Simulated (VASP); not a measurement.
# AlRu (CsCl type) (Pm-3m) in VASP: a series of runs

Runs on AlRu (CsCl type). Level: HSE06. Tasks: single point.

Everything below comes from runs of VASP 6.6.1. Logs are shortened: lines on timing, memory, paths and dates and some standing lists are left out, and cuts for length are marked.

**1. The cell of the first run**

Symmetry: Pm-3m, No. 221, cubic system. Conventional cell: a = 3.010 Å, b = 3.010 Å, c = 3.010 Å, α = 90.00°, β = 90.00°, γ = 90.00°. Ru (site symmetry m-3m) has 8 Al at 2.61 Å and 6 Ru at 3.01 Å within 3.4 Å. Al (site symmetry m-3m) has 8 Ru at 2.61 Å and 6 Al at 3.01 Å within 3.4 Å.

**2. Single point, HSE06**

File POSCAR:

```
AlRu
1.0
    3.0099668506      0.0000000000      0.0000000000
    0.0000000000      3.0099668506      0.0000000000
    0.0000000000      0.0000000000      3.0099668506
Ru Al
1 1
Direct
    0.0000000000      0.0000000000      0.0000000000
    0.5000000000      0.5000000000      0.5000000000
```

File INCAR.step1:

```
ALGO = Normal
EDIFF = 1E-5
ENCUT = 420
GGA = PE
GGA_COMPAT = F
ISIF = 2
ISMEAR = -1
LASPH = T
LCHARG = F
LREAL = F
LWAVE = T
NBANDS = 16
NELM = 120
PREC = Accurate
SIGMA = 0.1
```

File INCAR.step2:

```
ALGO = Normal
EDIFF = 1E-6
ENCUT = 420
GGA = PE
GGA_COMPAT = F
HFSCREEN = 0.2079
ISIF = 2
ISMEAR = -1
ISTART = 1
LASPH = T
LCHARG = F
LHFCALC = T
LREAL = F
LWAVE = F
NBANDS = 16
NELM = 120
PREC = Accurate
PRECFOCK = Normal
SIGMA = 0.1
```

File KPOINTS:

```
k-points
0
Gamma
  4 4 4
```

Potentials or basis: VASP PAW PBE potentials, release 64 (Ru_sv, Al).

On the command line:

```sh
$ cat potpaw_PBE.64/Ru_sv/POTCAR potpaw_PBE.64/Al/POTCAR > POTCAR
$ cp INCAR.step1 INCAR
$ mpirun -np 1 vasp_std > vasp.out
$ cp INCAR.step2 INCAR
$ mpirun -np 1 vasp_std > vasp.out
```

OUTCAR:

```text
EDIFF = 1E-6
   ENCUT = 420
   GGA = PE
   HFSCREEN = 0.2079
   ISIF = 2
   ISMEAR = -1
   ISTART = 1
   LASPH = T
   LHFCALC = T
   LREAL = F
   NELM = 120
   PREC = Accurate
   PRECFOCK = Normal

 ion  position               nearest neighbor table
   1  0.000  0.000  0.000-   2 2.61   2 2.61   2 2.61   2 2.61   2 2.61   2 2.61   2 2.61   2 2.61

   2  0.500  0.500  0.500-   1 2.61   1 2.61   1 2.61   1 2.61   1 2.61   1 2.61   1 2.61   1 2.61

  LATTYP: Found a simple cubic cell.
 ALAT       =     3.0099668506

  Lattice vectors:

 A1 = (   3.0099668506,   0.0000000000,   0.0000000000)
 A2 = (   0.0000000000,   3.0099668506,   0.0000000000)
 A3 = (   0.0000000000,   0.0000000000,   3.0099668506)

Analysis of symmetry for initial positions (statically):
=====================================================================
 Subroutine PRICEL returns:
 Original cell was already a primitive cell.

 Routine SETGRP: Setting up the symmetry group for a
 simple cubic supercell.

 Subroutine GETGRP returns: Found 48 space group operations
 (whereof 48 operations were pure point group operations)
 out of a pool of 48 trial point group operations.

The static configuration has the point symmetry O_h .

Analysis of symmetry for dynamics (positions and initial velocities):
=====================================================================
 Subroutine PRICEL returns:
 Original cell was already a primitive cell.

 Routine SETGRP: Setting up the symmetry group for a
 simple cubic supercell.

 Subroutine GETGRP returns: Found 48 space group operations
 (whereof 48 operations were pure point group operations)
 out of a pool of 48 trial point group operations.

The dynamic configuration has the point symmetry O_h .

 Subroutine INISYM returns: Found 48 space group operations
 (whereof 48 operations are pure point group operations),
 and found     1 'primitive' translations

----------------------------------------------------------------------------------------

                                     Primitive cell

  volume of cell :      27.2700

  direct lattice vectors                    reciprocal lattice vectors
     3.009966851  0.000000000  0.000000000     0.332229572  0.000000000  0.000000000
     0.000000000  3.009966851  0.000000000     0.000000000  0.332229572  0.000000000
[... 74 lines left out ...]
   IBRION =     -1    ionic relax: 0-MD 1-quasi-New 2-CG
   NFREE  =      0    steps in history (QN), initial steepest desc. (CG)
   ISIF   =      2    stress and relaxation
   ISYM   =      3    0-nonsym 1-usesym 2-fastsym
   POTIM  = 0.5000    time-step for ionic-motion
   TEBEG  =    0.0;   TEEND  =   0.0 temperature during run
   PSTRESS=    0.0 pullay stress
   NELECT =      19.0000    total number of electrons
   NUPDOWN=      -1.0000    fix difference up-down
   EMIN   =  10.00;   EMAX   =-10.00  energy-range for DOS
   EFERMI =   0.00;   METHOD = LEGACY
   ISMEAR =    -1;   SIGMA  =   0.10  broadening in eV -4-tet -1-fermi 0-gaus
   EFERMI_NEDOS =   21; number of points for ismear=-14 and -15
   IALGO  =     38    algorithm
   IMIX   =      1    mixing-type and parameters
     AMIX     =   0.40;   BMIX     =  1.00
     AMIX_MAG =   1.60;   BMIX_MAG =  1.00
  volume/ion in A,a.u.               =      13.63        92.01
  Fermi-wavevector in a.u.,A,eV,Ry     =   1.451324  2.742604 28.658506  2.106341
  Thomas-Fermi vector in A             =   2.568834
   LORBIT       =      0    0 simple, 1 ext, 2 COOP (PROOUT), +10 PAW based schemes
   GGA     = PE    functional components
   LHFCALC =     T    Hartree Fock is set to
   PRECFOCK=normal    Normal, Fast or Accurate (Low or Medium for compatibility)
   ENCUT4O =  -1.0   cutoff for four orbital integrals eV
   NKREDX  =     1    reduce k-point grid by
   NKREDY  =     1    reduce k-point grid by
   NKREDZ  =     1    reduce k-point grid by
   AEXX    =    0.2500 exact exchange contribution
   HFSCREEN=    0.2079 screening length (either q_TF or 0.3 A-1)
   HFSCREENC=   0.2079 screening length for correlation (either q_TF or 0.3 A-1)
   ENCUTFOCK=  -1.0 apply spherical cutoff to Coloumb kernel
   IVDW    =     0    specifies the selected vdW correction
   LEPSILON=     F    determine dielectric tensor
   LRPA    =     F    only Hartree local field effects (RPA)
 non-spin polarized calculation
  energy-cutoff  :      420.00
  volume of cell :       27.27
 maximum number of plane-waves:       554
  NGX = 16; NGY = 16; NGZ = 16

 number of electron      18.9999994 magnetization

 Free energy of the ion-electron system (eV)
  ---------------------------------------------------
  ext. energy  EPLUGINS =         0.00000000
  ---------------------------------------------------
  free energy    TOTEN  =       -16.96873866 eV

  energy without entropy =      -16.94768746  energy(sigma->0) =      -16.95821306

 E-fermi :  11.3825     XC(G=0): -10.2264

 val. band max:       11.3373647949   @ k =   0.2500   0.0000   0.0000
 cond. band min:      11.5085101153   @ k =   0.5000   0.0000   0.0000
 fundamental gap:      0.1711453204
 Fermi energy:        11.3824584536

 k-point     1 :       0.0000    0.0000    0.0000
  band No.  band energies     occupation
      1     -64.6585      2.00000
      2     -33.2100      2.00000
      3     -33.2100      2.00000
      4     -33.2100      2.00000
      5       0.5965      2.00000
      6       7.3495      2.00000
[... 167 lines left out ...]
      3     -33.4124      2.00000
      4     -33.4124      2.00000
      5       5.9614      2.00000
      6       5.9614      2.00000
[... 8 lines left out ...]
     15      20.7002      0.00000
     16      20.7002      0.00000

------------------------ aborting loop because EDIFF is reached ----------------------------------------

  FORCE on cell =-STRESS in cart. coord.  units (eV):
  Direction    XX          YY          ZZ          XY          YZ          ZX
  --------------------------------------------------------------------------------------
  -------------------------------------------------------------------------------------
  Total       -1.9801029     -1.9801029     -1.9801029     -0.0000000     -0.0000000     -0.0000000
  in kB     -116.3357546   -116.3357546   -116.3357546     -0.0000000     -0.0000000     -0.0000000
  external PRESSURE =    -116.3357546 kB  Pullay stress =       0.0000000 kB

 VOLUME and BASIS-vectors are now :
 -----------------------------------------------------------------------------
  energy-cutoff  :      420.00
  volume of cell :       27.27
      direct lattice vectors                 reciprocal lattice vectors
     3.009966851  0.000000000  0.000000000     0.332229572  0.000000000  0.000000000
     0.000000000  3.009966851  0.000000000     0.000000000  0.332229572  0.000000000
     0.000000000  0.000000000  3.009966851     0.000000000  0.000000000  0.332229572

 POSITION                                       TOTAL-FORCE (eV/Angst)
 -----------------------------------------------------------------------------------
      0.00000      0.00000      0.00000         0.000000      0.000000      0.000000
      1.50498      1.50498      1.50498         0.000000      0.000000      0.000000
 -----------------------------------------------------------------------------------
    total drift:                                0.000000      0.000000      0.000000

  FREE ENERGIE OF THE ION-ELECTRON SYSTEM (eV)
  ---------------------------------------------------
  free  energy   TOTEN  =       -16.9687386551 eV

  energy  without entropy=      -16.9476874602  energy(sigma->0) =      -16.95821306
```

OUTCAR.step1:

```text
EDIFF = 1E-5
   ENCUT = 420
   GGA = PE
   ISIF = 2
   ISMEAR = -1
[... 394 lines left out ...]
 -----------------------------------------------------------------------------------
      0.00000      0.00000      0.00000         0.000000      0.000000      0.000000
      1.50498      1.50498      1.50498         0.000000      0.000000      0.000000
 -----------------------------------------------------------------------------------
    total drift:                               -0.000000      0.000000      0.000000

  FREE ENERGIE OF THE ION-ELECTRON SYSTEM (eV)
  ---------------------------------------------------
  free  energy   TOTEN  =       -14.5723819386 eV

  energy  without entropy=      -14.5446125520  energy(sigma->0) =      -14.55849725
```

Wall time 71 s (1 thread of Intel Xeon 6975P-C (Granite Rapids), shared host); peak memory 0.22 GiB.

Results:

```yaml
Free_energy: -16.9687 eV
Pressure: -11.6 GPa
Band_gap_on_the_k_mesh: zero (an odd number of electrons rules out a gap without spin polarisation)
```

Levels at points of the mesh, in eV from the Fermi level:
```
           k point  band 6  band 7  band 8  band 9  band 10  band 11  band 12  band 13  band 14  band 15
(0.00, 0.00, 0.00)   -4.03   -4.03   -0.21   -0.21    -0.21     6.70     6.70     6.70    12.08    12.08
(0.50, 0.00, 0.00)   -6.15   -3.17   -2.16   -2.16     0.13     2.98     8.21    11.98    11.98    13.72
(0.50, 0.50, 0.00)   -3.47   -1.64   -1.64   -1.57    -1.57     2.11     6.20     6.84    11.45    15.39
(0.50, 0.50, 0.50)   -5.42   -5.42    2.16    2.16     3.01     4.64     4.64     4.64     9.32     9.32
```

Caveat: the k points lie up to 0.52 Å⁻¹ apart, too coarse for converged energies and pressures of a metal; the PAW data sets were made with another functional, which shifts forces and pressure a little.

**3. Single point, HSE06**

This run uses another cell than the first one, of 12.83 Å³/atom.

File POSCAR:

```
AlRu
1.0
    2.9491427175      0.0000000000      0.0000000000
    0.0000000000      2.9491427175      0.0000000000
    0.0000000000      0.0000000000      2.9491427175
Ru Al
1 1
Direct
    0.0000000000      0.0000000000      0.0000000000
    0.5000000000      0.5000000000      0.5000000000
```

File INCAR.step1:

```
SYSTEM = AlRu
ALGO     = Normal         ! electronic algorithm
EDIFF    = 1E-5           ! SCF threshold, eV
ENCUT    = 420            ! plane-wave cutoff, eV
GGA      = PE             ! functional
GGA_COMPAT= .False.      
ISIF     = 2              ! what is computed and relaxed
ISMEAR   = -1             ! smearing method
LASPH    = .True.         ! aspherical terms in the spheres
LCHARG   = .False.        ! write CHGCAR
LREAL    = .False.        ! projectors in reciprocal space
LWAVE    = .True.         ! write WAVECAR
NBANDS   = 16             ! bands
NELM     = 120            ! most SCF steps
PREC     = Accurate       ! precision mode
SIGMA    = 0.1            ! smearing width, eV
```

File INCAR.step2:

```
SYSTEM = AlRu
ALGO     = Normal         ! electronic algorithm
EDIFF    = 1E-6           ! SCF threshold, eV
ENCUT    = 420            ! plane-wave cutoff, eV
GGA      = PE             ! functional
GGA_COMPAT= .False.      
HFSCREEN = 0.2079         ! screening, 1/A
ISIF     = 2              ! what is computed and relaxed
ISMEAR   = -1             ! smearing method
ISTART   = 1            
LASPH    = .True.         ! aspherical terms in the spheres
LCHARG   = .False.        ! write CHGCAR
LHFCALC  = .True.         ! exact exchange
LREAL    = .False.        ! projectors in reciprocal space
LWAVE    = .False.        ! write WAVECAR
NBANDS   = 16             ! bands
NELM     = 120            ! most SCF steps
PREC     = Accurate       ! precision mode
PRECFOCK = Normal       
SIGMA    = 0.1            ! smearing width, eV
```

File KPOINTS:

```
k-points
0
Gamma
  4 4 4
  0 0 0
```

Potentials or basis: VASP PAW PBE potentials, release 64 (Ru_sv, Al).

On the command line:

```sh
$ cat potpaw_PBE.64/Ru_sv/POTCAR potpaw_PBE.64/Al/POTCAR > POTCAR
$ cp INCAR.step1 INCAR
$ mpirun -np 1 vasp_std > vasp.out
$ cp INCAR.step2 INCAR
$ mpirun -np 1 vasp_std > vasp.out
```

Run time: 1.9 min. Hardware: 1 thread of Intel Xeon Platinum 8488C (Sapphire Rapids), shared host; peak memory 0.22 GiB.

It converged, with:

```yaml
Free_energy: -17.0160 eV
Pressure: 1.3 GPa
Band_gap_on_the_k_mesh: zero (an odd number of electrons rules out a gap without spin polarisation)
```

Levels at points of the mesh, in eV from the Fermi level:
```
           k point  band 6  band 7  band 8  band 9  band 10  band 11  band 12  band 13  band 14  band 15
(0.00, 0.00, 0.00)   -4.45   -4.45   -0.23   -0.23    -0.23     6.99     6.99     6.99    12.44    12.44
(0.50, 0.00, 0.00)   -6.31   -3.50   -2.35   -2.35     0.15     3.20     8.14    12.29    12.29    14.51
(0.50, 0.50, 0.00)   -3.79   -1.81   -1.81   -1.65    -1.65     2.25     6.61     7.48    11.93    15.75
(0.50, 0.50, 0.50)   -5.84   -5.84    2.31    2.31     3.38     4.77     4.77     4.77     9.90     9.90
```

Caveat: the k points lie up to 0.53 Å⁻¹ apart, too coarse for converged energies and pressures of a metal; the PAW data sets were made with another functional, which shifts forces and pressure a little.

**4. Single point, HSE06**

This run uses another cell than the first one, of 12.42 Å³/atom.

File POSCAR:

```
AlRu
1.0
    2.9177664787      0.0000000000      0.0000000000
    0.0000000000      2.9177664787      0.0000000000
    0.0000000000      0.0000000000      2.9177664787
Ru Al
1 1
Direct
    0.0000000000      0.0000000000      0.0000000000
    0.5000000000      0.5000000000      0.5000000000
```

File INCAR.step1:

```
SYSTEM = AlRu
ALGO = Normal
EDIFF = 1E-5
ENCUT = 420
GGA = PE
GGA_COMPAT = .FALSE.
ISIF = 2
ISMEAR = -1
LASPH = .TRUE.
LCHARG = .FALSE.
LREAL = .FALSE.
LWAVE = .TRUE.
NBANDS = 16
NELM = 120
PREC = Accurate
SIGMA = 0.1
```

File INCAR.step2:

```
SYSTEM = AlRu
ALGO = Normal
EDIFF = 1E-6
ENCUT = 420
GGA = PE
GGA_COMPAT = .FALSE.
HFSCREEN = 0.2079
ISIF = 2
ISMEAR = -1
ISTART = 1
LASPH = .TRUE.
LCHARG = .FALSE.
LHFCALC = .TRUE.
LREAL = .FALSE.
LWAVE = .FALSE.
NBANDS = 16
NELM = 120
PREC = Accurate
PRECFOCK = Normal
SIGMA = 0.1
```

File KPOINTS:

```
k-points
0
G
  4 4 4
  0 0 0
```

On the command line:

```sh
$ cat potpaw_PBE.64/Ru_sv/POTCAR potpaw_PBE.64/Al/POTCAR > POTCAR
$ cp INCAR.step1 INCAR
$ mpirun -np 1 vasp_std > vasp.out
$ cp INCAR.step2 INCAR
$ mpirun -np 1 vasp_std > vasp.out
```

It took 3.4 min on 1 thread of Intel Xeon Platinum 8488C (Sapphire Rapids), shared host; peak memory 0.23 GiB.

Results (log left out):

```yaml
Free_energy: -16.9853 eV
Pressure: 9.6 GPa
Band_gap_on_the_k_mesh: zero (an odd number of electrons rules out a gap without spin polarisation)
```

Levels at points of the mesh, in eV from the Fermi level:
```tsv
k point	band 7	band 8	band 9	band 10	band 11	band 12	band 13	band 14
(0.00, 0.00, 0.00)	-4.68	-0.24	-0.24	-0.24	7.15	7.15	7.15	12.63
(0.50, 0.00, 0.00)	-3.69	-2.45	-2.45	0.16	3.32	8.10	12.45	12.45
(0.50, 0.50, 0.00)	-1.91	-1.91	-1.70	-1.70	2.32	6.84	7.84	12.18
(0.50, 0.50, 0.50)	-6.08	2.39	2.39	3.58	4.85	4.85	4.85	10.22
```

Caveat: the k points lie up to 0.54 Å⁻¹ apart, too coarse for converged energies and pressures of a metal; the PAW data sets were made with another functional, which shifts forces and pressure a little.

**5. Overview**

```tsv
cell	gap on the mesh (eV)	pressure (GPa)
a = 3.010 Å, 2 atoms	none	-11.6
a = 2.949 Å, 2 atoms	none	1.3
a = 2.918 Å, 2 atoms	none	9.6
```

Alike in all rows: task single point; level HSE06; potentials or basis VASP PAW PBE potentials, release 64 (Ru_sv, Al); no spin polarisation; k mesh 4 × 4 × 4; cutoff (eV) 420; smearing fermi-dirac 0.1 eV.

Caveats: all runs use coarse meshes; the PAW data sets were made with another functional, which shifts forces and pressure a little.

Absolute energies hang on the potentials; compare differences alone.

The gap in the log of VASP goes by the Fermi energy; the results here count the filled bands.